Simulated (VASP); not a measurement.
# FeO (R-3m) in VASP: single point with PBE

Aim: the single point of FeO with PBE.

Everything below comes from runs of VASP 6.6.1. Logs are shortened: lines on timing, memory, paths and dates and some standing lists are left out, and cuts for length are marked.

## (1) The cell of the first run

The structure is trigonal, space group R-3m (No. 166). Conventional cell: a = 3.187 Å, b = 3.187 Å, c = 7.547 Å, α = 90.00°, β = 90.00°, γ = 120.00°. Fe (site symmetry -3m) has 6 O at 2.23 Å within 2.9 Å. O (site symmetry -3m) has 6 Fe at 2.23 Å within 2.9 Å.

## (2) Single point, PBE, collinear spin, ferromagnetic start (strain +0.0500 x Voigt [1, 1, 0, 0, 0, 0])

Contents of INCAR:

```
PREC = Accurate
ENCUT = 600
EDIFF = 1E-6
ISMEAR = 0
SIGMA = 0.15
LREAL = F
LASPH = T
NELM = 200
ALGO = Normal
ISIF = 2
LWAVE = F
LCHARG = F
ISPIN = 2
MAGMOM = 3.8 0.35
LORBIT = 11
LMAXMIX = 4
GGA = PE
NBANDS = 18
GGA_COMPAT = F
```

Contents of KPOINTS:

```
regular mesh
0
Gamma
  18 18 18
```

Contents of POSCAR:

```
FeO
1.0
    1.5935654446      0.9200454384      2.5157933572
   -1.5935654446      0.9200454384      2.5157933572
    0.0000000000     -1.8400908769      2.5157933572
Fe O
1 1
Direct
    0.0000000000      0.0000000000      0.0000000000
    0.5000000000      0.5000000000      0.5000000000
```

Potentials or basis: VASP PAW PBE potentials, release 64 (Fe, O).

Launch:

```sh
> cat potpaw_PBE.64/Fe/POTCAR potpaw_PBE.64/O/POTCAR > POTCAR
> mpirun -np 1 vasp_std > vasp.out
```

OUTCAR:

```text
PREC = Accurate
   ENCUT = 600
   EDIFF = 1E-6
   ISMEAR = 0
   LREAL = F
   LASPH = T
   NELM = 200
   ISIF = 2
   ISPIN = 2
   LORBIT = 11
   GGA = PE

 ion  position               nearest neighbor table
   1  0.000  0.000  0.000-   2 2.23   2 2.23   2 2.23   2 2.23   2 2.23   2 2.23
   2  0.500  0.500  0.500-   1 2.23   1 2.23   1 2.23   1 2.23   1 2.23   1 2.23

  LATTYP: Found a trigonal (rhomboedric) cell.
 ALAT       =     3.1169136419
 COS(alpha) =     0.4772184359

  Lattice vectors:

 A1 = (   1.5935654446,   0.9200454384,   2.5157933572)
 A2 = (  -1.5935654446,   0.9200454384,   2.5157933572)
 A3 = (   0.0000000000,  -1.8400908769,   2.5157933572)

Analysis of symmetry for initial positions (statically):
=====================================================================
 Subroutine PRICEL returns:
 Original cell was already a primitive cell.

 Routine SETGRP: Setting up the symmetry group for a
 trigonal (rhombohedral) supercell.

 Subroutine GETGRP returns: Found 12 space group operations
 (whereof 12 operations were pure point group operations)
 out of a pool of 12 trial point group operations.

The static configuration has the point symmetry D_3d.

Analysis of symmetry for dynamics (positions and initial velocities):
=====================================================================
 Subroutine PRICEL returns:
 Original cell was already a primitive cell.

 Routine SETGRP: Setting up the symmetry group for a
 trigonal (rhombohedral) supercell.

 Subroutine GETGRP returns: Found 12 space group operations
 (whereof 12 operations were pure point group operations)
 out of a pool of 12 trial point group operations.

The dynamic configuration has the point symmetry D_3d.

Analysis of structural, dynamic, and magnetic symmetry:
=====================================================================
 Subroutine PRICEL returns:
 Original cell was already a primitive cell.

 Routine SETGRP: Setting up the symmetry group for a
 trigonal (rhombohedral) supercell.

 Subroutine GETGRP returns: Found 12 space group operations
 (whereof 12 operations were pure point group operations)
 out of a pool of 12 trial point group operations.

The overall configuration has the point symmetry D_3d.

 Subroutine INISYM returns: Found 12 space group operations
 (whereof 12 operations are pure point group operations),
 and found     1 'primitive' translations

[... 115 lines left out ...]
  volume/ion in A,a.u.               =      11.07        74.67
  Fermi-wavevector in a.u.,A,eV,Ry     =   1.405343  2.655713 26.871361  1.974989
  Thomas-Fermi vector in A             =   2.527814
   LORBIT       =     11    0 simple, 1 ext, 2 COOP (PROOUT), +10 PAW based schemes
   GGA     = PE    functional components
   LHFCALC =     F    Hartree Fock is set to
   AEXX    =    0.0000 exact exchange contribution
   IVDW    =     0    specifies the selected vdW correction
   LEPSILON=     F    determine dielectric tensor
   LRPA    =     F    only Hartree local field effects (RPA)
 spin polarized calculation
 Gauss-broadening in eV      SIGMA  =   0.15
  energy-cutoff  :      600.00
  volume of cell :       22.13
 maximum number of plane-waves:       757
 NGX is ok and might be reduce to    28
   NGX = 13   NGY = 13   NGZ = 13

 number of electron      13.9999999 magnetization       4.0043323

 Free energy of the ion-electron system (eV)
  ---------------------------------------------------
  ext. energy  EPLUGINS =         0.00000000
  ---------------------------------------------------
  free energy    TOTEN  =       -14.83016511 eV

  energy without entropy =      -14.81185339  energy(sigma->0) =      -14.82100925

 E-fermi :   5.1343     XC(G=0): -11.6216

 val. band max:        5.1339164231   @ k =  -0.3889   0.2222  -0.0000
 cond. band min:       5.1344287631   @ k =   0.3889   0.1667   0.1667
 fundamental gap:      0.0005123400
 Fermi energy:         5.1343294899

 spin component 1

 k-point     1 :       0.0000    0.0000    0.0000
  band No.  band energies     occupation
      1     -14.7815      1.00000
      2       1.3248      1.00000
      3       1.3248      1.00000
      4       1.4367      1.00000
      5       1.4892      1.00000
      6       1.4892      1.00000
[... 493 lines left out ...]
     17      29.1919      0.00000
     18      30.6856      0.00000

 [... further k-points ...]

 spin component 2

 k-point     1 :       0.0000    0.0000    0.0000
  band No.  band energies     occupation
      1     -14.2802      1.00000
      2       2.1647      1.00000
      3       2.1647      1.00000
      4       2.3546      1.00000
      5       4.4787      1.00000
      6       4.4787      1.00000
[... 493 lines left out ...]
     17      29.9373      0.00000
     18      31.5681      0.00000

 [... further k-points ...]

------------------------ aborting loop because EDIFF is reached ----------------------------------------

  FORCE on cell =-STRESS in cart. coord.  units (eV):
  Direction    XX          YY          ZZ          XY          YZ          ZX
  --------------------------------------------------------------------------------------
  -------------------------------------------------------------------------------------
  Total       -2.2161067     -2.2161067     -1.8397076      0.0000000      0.0000000      0.0000000
  in kB     -160.4337916   -160.4337916   -133.1845957      0.0000000      0.0000000      0.0000000
  external PRESSURE =    -151.3507263 kB  Pullay stress =       0.0000000 kB

 VOLUME and BASIS-vectors are now :
 -----------------------------------------------------------------------------
  energy-cutoff  :      600.00
  volume of cell :       22.13
      direct lattice vectors                 reciprocal lattice vectors
     1.593565445  0.920045438  2.515793357     0.313761824  0.181150473  0.132496309
    -1.593565445  0.920045438  2.515793357    -0.313761824  0.181150473  0.132496309
     0.000000000 -1.840090877  2.515793357     0.000000000 -0.362300947  0.132496309

 POSITION                                       TOTAL-FORCE (eV/Angst)
 -----------------------------------------------------------------------------------
      0.00000      0.00000      0.00000         0.000000      0.000000      0.000000
      0.00000     -0.00000      3.77369         0.000000     -0.000000     -0.000000
 -----------------------------------------------------------------------------------
    total drift:                                0.000000     -0.000000      0.000000

  FREE ENERGIE OF THE ION-ELECTRON SYSTEM (eV)
  ---------------------------------------------------
  free  energy   TOTEN  =       -14.8301651080 eV

  energy  without entropy=      -14.8118533917  energy(sigma->0) =      -14.82100925

 total charge

# of ion       s       p       d       tot
------------------------------------------
    1        0.263   0.297   6.025   6.585
    2        1.554   3.387   0.000   4.941
--------------------------------------------------
tot          1.817   3.684   6.025  11.526

 magnetization (x)

# of ion       s       p       d       tot
------------------------------------------
    1        0.027   0.019   3.586   3.632
    2        0.026   0.257   0.000   0.284
--------------------------------------------------
tot          0.053   0.276   3.586   3.916
```

OSZICAR:

```text
N       E                     dE             d eps       ncg     rms          rms(c)
DAV:   1     0.787804059061E+02    0.78780E+02   -0.74153E+03 44208   0.988E+02
DAV:   2    -0.119365622148E+02   -0.90717E+02   -0.76067E+02 43038   0.216E+02
DAV:   3    -0.177125035050E+02   -0.57759E+01   -0.56447E+01 48556   0.587E+01
DAV:   4    -0.177606954602E+02   -0.48192E-01   -0.48162E-01 50584   0.509E+00
DAV:   5    -0.177610449530E+02   -0.34949E-03   -0.34948E-03 50172   0.453E-01    0.152E+01
DAV:   6    -0.159129512857E+02    0.18481E+01   -0.19252E+01 56294   0.583E+01    0.210E+01
DAV:   7    -0.148911568982E+02    0.10218E+01   -0.59518E+00 54624   0.411E+01    0.837E+00
DAV:   8    -0.148590938775E+02    0.32063E-01   -0.29881E-01 56238   0.616E+00    0.473E+00
DAV:   9    -0.148460349956E+02    0.13059E-01   -0.21429E-01 64080   0.751E+00    0.180E+00
DAV:  10    -0.148306879937E+02    0.15347E-01   -0.56744E-02 60132   0.456E+00    0.276E-01
DAV:  11    -0.148301002346E+02    0.58776E-03   -0.89063E-03 58192   0.105E+00    0.875E-02
DAV:  12    -0.148301483485E+02   -0.48114E-04   -0.33344E-04 47856   0.142E-01    0.615E-02
DAV:  13    -0.148301580013E+02   -0.96529E-05   -0.50606E-05 54970   0.620E-02    0.310E-02
DAV:  14    -0.148301647753E+02   -0.67739E-05   -0.14788E-05 55098   0.377E-02    0.142E-02
DAV:  15    -0.148301664356E+02   -0.16603E-05   -0.49857E-06 50152   0.218E-02    0.121E-02
DAV:  16    -0.148301650724E+02    0.13632E-05   -0.44470E-06 31606   0.316E-02    0.274E-03
DAV:  17    -0.148301651080E+02   -0.35619E-07   -0.96158E-07 26962   0.795E-03
   1 F= -.14830165E+02 E0= -.14821009E+02  d E =-.183117E-01  mag=     4.0043
```

It took 23 min on 1 thread of Intel Xeon 8259CL, shared host; peak memory 0.53 GiB.

Results:

```
Free energy                                           : -14.8302 eV
Pressure                                              : -15.1 GPa
Band gap on the k mesh                                : zero (filled and empty bands overlap)
Net moment                                            : 4.00 μB per cell
Site moments                                          : Fe +3.63; O +0.28 μB
Valence electrons inside the program's atomic spheres : Fe 6.58; O 4.94
```

Stress tensor (GPa, compression positive):
```
-16.04   0.00   0.00
  0.00 -16.04   0.00
  0.00   0.00 -13.32
```

Levels at points of the mesh, in eV from the Fermi level:
Spin up:
```tsv
k point	band 6	band 7	band 8	band 9	band 10	band 11	band 12	band 13
(0.00, 0.00, 0.00)	-3.65	-3.48	-3.48	-3.30	-0.39	15.10	15.98	15.98
(0.50, 0.00, 0.00)	-3.09	-2.60	-0.65	-0.59	3.91	7.44	11.82	12.24
(0.50, 0.50, 0.00)	-3.34	-3.01	-2.89	-2.89	4.59	8.12	10.31	13.36
(0.50, 0.50, 0.50)	-3.08	-2.51	-0.58	-0.58	3.70	7.91	11.42	11.42
```
Spin down:
```
           k point  band 3  band 4  band 5  band 6  band 7  band 8
(0.00, 0.00, 0.00)   -2.97   -2.78   -0.66   -0.66   -0.52    0.24
(0.50, 0.00, 0.00)   -4.61   -4.42    0.26    0.32    0.54    2.40
(0.50, 0.50, 0.00)   -4.07   -3.85   -1.75    0.61    0.62    0.71
(0.50, 0.50, 0.50)   -4.69   -4.69    0.38    0.38    0.56    2.49
```

Caveat: the cell differs from its parent crystal (strain +0.0500 x Voigt [1, 1, 0, 0, 0, 0]); the cell stands under tension; a cell with one magnetic atom can't hold antiferromagnetic order, which such compounds often take; semilocal functionals often make such compounds metallic where correlation or magnetic order opens a gap, which also shifts bond lengths.
